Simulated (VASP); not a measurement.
# AlN (P6_3mc) in VASP: single point with PBE

Aim: the single point of AlN with PBE.

Program: VASP 6.6.1. These are calculated values, not measurements. Logs are shortened: lines on timing, memory, paths and dates and some standing lists are left out, and cuts for length are marked.

## Step 1: The cell of the first run

It takes space group P6_3mc (No. 186, hexagonal). Conventional cell: a = 3.113 Å, b = 3.113 Å, c = 4.981 Å, α = 90.00°, β = 90.00°, γ = 120.00°. Al (site symmetry 3m) has 4 N at 1.89 Å within 2.5 Å. N (site symmetry 3m) has 4 Al at 1.89 Å within 2.5 Å.

## Step 2: Single point, PBE

The input, INCAR:

```
ALGO = Normal
EDIFF = 1E-7
ENCUT = 520
GGA = PE
ISIF = 2
ISMEAR = 0
LASPH = T
LCHARG = F
LREAL = F
LWAVE = F
NBANDS = 16
NELM = 100
PREC = Accurate
SIGMA = 0.05
```

The input, KPOINTS:

```
k-points
0
Gamma
  12 12 6
```

The input, POSCAR:

```
AlN
1.0
    3.1130000000      0.0000000000      0.0000000000
   -1.5565000000      2.6959370820      0.0000000000
    0.0000000000      0.0000000000      4.9810000000
Al N
2 2
Direct
    0.3333333333      0.6666666667      0.0000000000
    0.6666666667      0.3333333333      0.5000000000
    0.3333333333      0.6666666667      0.3800000000
    0.6666666667      0.3333333333      0.8800000000
```

Potentials or basis: VASP PAW PBE potentials, release 64 (Al, N).

Command:

```
$ cat potpaw_PBE.64/Al/POTCAR potpaw_PBE.64/N/POTCAR > POTCAR
$ mpirun -np 1 vasp_std > vasp.out
```

OUTCAR:

```text
EDIFF = 1E-7
   ENCUT = 520
   GGA = PE
   ISIF = 2
   ISMEAR = 0
   LASPH = T
   LREAL = F
   NELM = 100
   PREC = Accurate

 ion  position               nearest neighbor table
   1  0.333  0.667  0.000-   3 1.89   4 1.89   4 1.89   4 1.89   2 3.07   2 3.07   2 3.07   2 3.07
                             2 3.07   2 3.07
   2  0.667  0.333  0.500-   4 1.89   3 1.89   3 1.89   3 1.89   1 3.07   1 3.07   1 3.07   1 3.07
                             1 3.07   1 3.07
   3  0.333  0.667  0.380-   1 1.89   2 1.89   2 1.89   2 1.89
   4  0.667  0.333  0.880-   2 1.89   1 1.89   1 1.89   1 1.89

  LATTYP: Found a hexagonal cell.
 ALAT       =     3.1130000000
 C/A-ratio  =     1.6000642467

  Lattice vectors:

 A1 = (   3.1130000000,   0.0000000000,   0.0000000000)
 A2 = (  -1.5565000000,   2.6959370820,   0.0000000000)
 A3 = (   0.0000000000,   0.0000000000,   4.9810000000)

Analysis of symmetry for initial positions (statically):
=====================================================================
 Subroutine PRICEL returns:
 Original cell was already a primitive cell.

 Routine SETGRP: Setting up the symmetry group for a
 hexagonal supercell.

 Subroutine GETGRP returns: Found 12 space group operations
 (whereof  6 operations were pure point group operations)
 out of a pool of 24 trial point group operations.

The static configuration has the point symmetry C_3v.
 The point group associated with its full space group is C_6v.

Analysis of symmetry for dynamics (positions and initial velocities):
=====================================================================
 Subroutine PRICEL returns:
 Original cell was already a primitive cell.

 Routine SETGRP: Setting up the symmetry group for a
 hexagonal supercell.

 Subroutine GETGRP returns: Found 12 space group operations
 (whereof  6 operations were pure point group operations)
 out of a pool of 24 trial point group operations.

The dynamic configuration has the point symmetry C_3v.
 The point group associated with its full space group is C_6v.

 Subroutine INISYM returns: Found 12 space group operations
 (whereof  6 operations are pure point group operations),
 and found     1 'primitive' translations

----------------------------------------------------------------------------------------

                                     Primitive cell

  volume of cell :      41.8028

  direct lattice vectors                    reciprocal lattice vectors
     3.113000000  0.000000000  0.000000000     0.321233537  0.185464269  0.000000000
    -1.556500000  2.695937082  0.000000000     0.000000000  0.370928538  0.000000000
     0.000000000  0.000000000  4.981000000     0.000000000  0.000000000  0.200762899

  length of vectors
     3.113000000  3.113000000  4.981000000     0.370928538  0.370928538  0.200762899

  position of ions in fractional coordinates (direct lattice)
     0.333333333  0.666666667  0.000000000
     0.666666667  0.333333333  0.500000000
     0.333333333  0.666666667  0.380000000
     0.666666667  0.333333333  0.880000000

  ion indices of the primitive-cell ions
   primitive index   ion index
                 1           1
                 2           2
                 3           3
                 4           4

----------------------------------------------------------------------------------------

 KPOINTS: k-points

Automatic generation of k-mesh.
 Grid dimensions read from file:
 generate k-points for:   12   12    6

 Generating k-lattice:

  Cartesian coordinates                     Fractional coordinates (reciprocal lattice)
     0.026769461  0.015455356  0.000000000     0.083333333  0.000000000  0.000000000
     0.000000000  0.030910711  0.000000000     0.000000000  0.083333333  0.000000000
     0.000000000  0.000000000  0.033460483     0.000000000  0.000000000  0.166666667

  Length of vectors
     0.030910711  0.030910711  0.033460483

  Shift w.r.t. Gamma in fractional coordinates (k-lattice)
     0.000000000  0.000000000  0.000000000

 Subroutine IBZKPT returns following result:
 ===========================================

 Found     76 irreducible k-points:

 Following reciprocal coordinates:
            Coordinates               Weight
  0.000000  0.000000  0.000000      1.000000
  0.083333  0.000000  0.000000      6.000000
  0.166667  0.000000  0.000000      6.000000
  0.250000  0.000000  0.000000      6.000000
  0.333333  0.000000  0.000000      6.000000
  0.416667  0.000000  0.000000      6.000000
[... 16 lines left out ...]
  0.250000  0.000000  0.166667     12.000000
  0.333333  0.000000  0.166667     12.000000
 [... further k-points ...]
   k-points           NKPTS =     76   k-points in BZ     NKDIM =     76   number of bands    NBANDS=     16
   number of dos      NEDOS =    301   number of ions     NIONS =      4
   total plane-waves  NPLWV =  23040
   dimension x,y,z NGX =    24 NGY =   24 NGZ =   40
   dimension x,y,z NGXF=    48 NGYF=   48 NGZF=   80
   ions per type =               2   2
   NGX,Y,Z   is equivalent  to a cutoff of  12.82, 12.82, 13.35 a.u.
   NGXF,Y,Z  is equivalent  to a cutoff of  25.63, 25.63, 26.70 a.u.
 SYSTEM =  unknown system
   PREC   = accura    normal or accurate (medium, high low for compatibility)
   ISTART =      0    job   : 0-new  1-cont  2-samecut
   ICHARG =      2    charge: 1-file 2-atom 10-const
   ISPIN  =      1    spin polarized calculation?
   LNONCOLLINEAR =      F non collinear calculations
   LSORBIT =      F    spin-orbit coupling
   LASPH  =      T    aspherical Exc in radial PAW
   ENCUT  =  520.0 eV  38.22 Ry    6.18 a.u.   5.79  5.79  9.26*2*pi/ulx,y,z
   NELM   =    100;   NELMIN=  2; NELMDL= -5     # of ELM steps
   EDIFF  = 0.1E-06   stopping-criterion for ELM
   LREAL  =      F    real-space projection
   EDIFFG = 0.1E-05   stopping-criterion for IOM
   NSW    =      0    number of steps for IOM
   IBRION =     -1    ionic relax: 0-MD 1-quasi-New 2-CG
   NFREE  =      0    steps in history (QN), initial steepest desc. (CG)
   ISIF   =      2    stress and relaxation
   ISYM   =      2    0-nonsym 1-usesym 2-fastsym
   POTIM  = 0.5000    time-step for ionic-motion
   TEBEG  =    0.0;   TEEND  =   0.0 temperature during run
   PSTRESS=    0.0 pullay stress
   NELECT =      16.0000    total number of electrons
   NUPDOWN=      -1.0000    fix difference up-down
   EMIN   =  10.00;   EMAX   =-10.00  energy-range for DOS
   EFERMI =   0.00;   METHOD = LEGACY
   ISMEAR =     0;   SIGMA  =   0.05  broadening in eV -4-tet -1-fermi 0-gaus
   EFERMI_NEDOS =   21; number of points for ismear=-14 and -15
   IALGO  =     38    algorithm
   IMIX   =      4    mixing-type and parameters
     AMIX     =   0.40;   BMIX     =  1.00
     AMIX_MAG =   1.60;   BMIX_MAG =  1.00
  volume/ion in A,a.u.               =      10.45        70.52
  Fermi-wavevector in a.u.,A,eV,Ry     =   1.188629  2.246183 19.222843  1.412839
  Thomas-Fermi vector in A             =   2.324754
   LORBIT       =      0    0 simple, 1 ext, 2 COOP (PROOUT), +10 PAW based schemes
   GGA     = PE    functional components
   LHFCALC =     F    Hartree Fock is set to
   AEXX    =    0.0000 exact exchange contribution
   IVDW    =     0    specifies the selected vdW correction
   LEPSILON=     F    determine dielectric tensor
   LRPA    =     F    only Hartree local field effects (RPA)
 non-spin polarized calculation
 Gauss-broadening in eV      SIGMA  =   0.05
  energy-cutoff  :      520.00
  volume of cell :       41.80
 maximum number of plane-waves:      1152
 NGX is ok and might be reduce to    24
   NGX = 11   NGY = 11   NGZ = 19

 number of electron      15.9999997 magnetization

 Free energy of the ion-electron system (eV)
  ---------------------------------------------------
  ext. energy  EPLUGINS =         0.00000000
  ---------------------------------------------------
  free energy    TOTEN  =       -29.77128303 eV

  energy without entropy =      -29.77128303  energy(sigma->0) =      -29.77128303

 E-fermi :   6.3216     XC(G=0): -10.9069

 val. band max:        6.1215625491   @ k =   0.0000   0.0000   0.0000
 cond. band min:      10.3450284093   @ k =   0.0000   0.0000   0.0000
 fundamental gap:      4.2234658602
 Fermi energy:         6.3215609130

 k-point     1 :       0.0000    0.0000    0.0000
  band No.  band energies     occupation
      1      -9.0373      2.00000
      2      -6.8889      2.00000
      3       0.1488      2.00000
      4       5.2900      2.00000
      5       5.2900      2.00000
      6       5.9420      2.00000
[... 8 lines left out ...]
     15      19.2857      0.00000
     16      19.2857      0.00000

 k-point     2 :       0.0833    0.0000    0.0000
  band No.  band energies     occupation
      1      -8.9489      2.00000
      2      -6.8389      2.00000
      3       0.2539      2.00000
      4       4.8771      2.00000
      5       5.1728      2.00000
      6       5.5277      2.00000
[... 8 lines left out ...]
     15      19.3387      0.00000
     16      19.3516      0.00000

 k-point     3 :       0.1667    0.0000    0.0000
  band No.  band energies     occupation
      1      -8.6913      2.00000
      2      -6.7025      2.00000
      3       0.5640      2.00000
      4       3.8709      2.00000
      5       4.6530      2.00000
      6       4.8977      2.00000
[... 8 lines left out ...]
     15      18.5085      0.00000
     16      18.9258      0.00000

 k-point     4 :       0.2500    0.0000    0.0000
  band No.  band energies     occupation
      1      -8.2903      2.00000
      2      -6.5221      2.00000
      3       1.0602      2.00000
      4       2.6980      2.00000
      5       3.6912      2.00000
      6       4.5820      2.00000
[... 8 lines left out ...]
     15      18.2588      0.00000
     16      19.4252      0.00000
[... 324 lines left out ...]
 k-point    22 :       0.1667    0.0000    0.1667
  band No.  band energies     occupation
      1      -8.5899      2.00000
      2      -6.8868      2.00000
      3       0.8640      2.00000
      4       3.9367      2.00000
      5       4.4180      2.00000
      6       4.9550      2.00000
[... 8 lines left out ...]
     15      18.6531      0.00000
     16      19.0583      0.00000

 k-point    23 :       0.2500    0.0000    0.1667
  band No.  band energies     occupation
      1      -8.1961      2.00000
      2      -6.6763      2.00000
      3       1.2061      2.00000
      4       2.8600      2.00000
      5       3.5114      2.00000
      6       4.6484      2.00000
[... 8 lines left out ...]
     15      18.5184      0.00000
     16      19.4885      0.00000

 k-point    24 :       0.3333    0.0000    0.1667
  band No.  band energies     occupation
      1      -7.7162      2.00000
      2      -6.4847      2.00000
      3       1.2374      2.00000
      4       2.2067      2.00000
      5       2.8145      2.00000
      6       4.3804      2.00000
[... 8 lines left out ...]
     15      18.5717      0.00000
     16      20.4369      0.00000

 [... further k-points ...]
[... 5 lines left out ...]
  --------------------------------------------------------------------------------------
  -------------------------------------------------------------------------------------
  Total        0.7580161      0.7580161      1.1907717      0.0000000      0.0000000     -0.0000000
  in kB       29.0525070     29.0525070     45.6387425      0.0000000      0.0000000     -0.0000000
  external PRESSURE =      34.5812521 kB  Pullay stress =       0.0000000 kB

 VOLUME and BASIS-vectors are now :
 -----------------------------------------------------------------------------
  energy-cutoff  :      520.00
  volume of cell :       41.80
      direct lattice vectors                 reciprocal lattice vectors
     3.113000000  0.000000000  0.000000000     0.321233537  0.185464269  0.000000000
    -1.556500000  2.695937082  0.000000000     0.000000000  0.370928538  0.000000000
     0.000000000  0.000000000  4.981000000     0.000000000  0.000000000  0.200762899

 POSITION                                       TOTAL-FORCE (eV/Angst)
 -----------------------------------------------------------------------------------
     -0.00000      1.79729      0.00000        -0.000000     -0.000000     -0.128859
      1.55650      0.89865      2.49050         0.000000     -0.000000     -0.128859
     -0.00000      1.79729      1.89278         0.000000     -0.000000      0.128859
      1.55650      0.89865      4.38328        -0.000000      0.000000      0.128859
 -----------------------------------------------------------------------------------
    total drift:                               -0.000000     -0.000000      0.000366

  FREE ENERGIE OF THE ION-ELECTRON SYSTEM (eV)
  ---------------------------------------------------
  free  energy   TOTEN  =       -29.7712830283 eV

  energy  without entropy=      -29.7712830283  energy(sigma->0) =      -29.77128303
```

Wall time 17 s (1 thread of Intel Xeon 6975P-C (Granite Rapids), shared host); peak memory 0.18 GiB.

What came out:

| Property | Result |
| --- | --- |
| Free energy | -29.7713 eV |
| Pressure | 3.5 GPa |
| Largest force | 0.129 eV/Å |
| Band gap on the k mesh | 4.22 eV, direct |

Forces on the atoms (eV/Å):
```
Al   0.000  0.000 -0.129
Al   0.000  0.000 -0.129
N    0.000  0.000  0.129
N    0.000  0.000  0.129
```

Stress tensor (GPa, compression positive):
```
2.91 0.00 0.00
0.00 2.91 0.00
0.00 0.00 4.56
```
